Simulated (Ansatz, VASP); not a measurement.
# Two plane-wave programs on Zr2TeSe

```xyz
4
Lattice="4.1298 0.0000 0.0000 0.0000 4.0004 0.0000 0.0000 0.0000 7.0966" Properties=species:S:1:pos:R:3 pbc="T T T"
Zr    0.0000    2.0002    5.4374
Zr    0.0000    2.0002    1.6592
Te    2.0649    2.0002    3.5483
Se    0.0000    0.0000    0.0000
```

Change from the starting cell: species swapped into the CuPtO2 type (Pmmm, No. 47).

Alike in both runs: functional PBE; k mesh 4 × 4 × 4; occupations gaussian, width 0.1 eV; no spin polarisation.

Ansatz relaxed the structure, and its values are those at the end. VASP's run is a single point on that final structure, the one shown.

```csv
,VASP,Ansatz
version,VASP 6.6.1,Ansatz 0.2.0
potentials or method,"VASP PAW PBE potentials, release 64 (Zr_sv, Te, Se), cutoff 520 eV","scalar-relativistic, plane waves, PAW"
valence electrons in the cell,36,56
```

```tsv
	VASP	Ansatz	Ansatz less VASP
gap on the k mesh at the Fermi level (eV)	none	none	-
pressure (GPa)	0.0	0.0	-0.06
rms of the force components (eV/Å)	0.007	0.002	-0.0052
```

A gap of «none» marks a metal or a gap that the smearing closes. VASP's potentials hold 36 valence electrons a cell and Ansatz's 56, so a difference there can come from the potentials and not from the codes.

The k mesh is coarse, so the values compare programs but aren't converged. Spin-orbit coupling is off throughout.
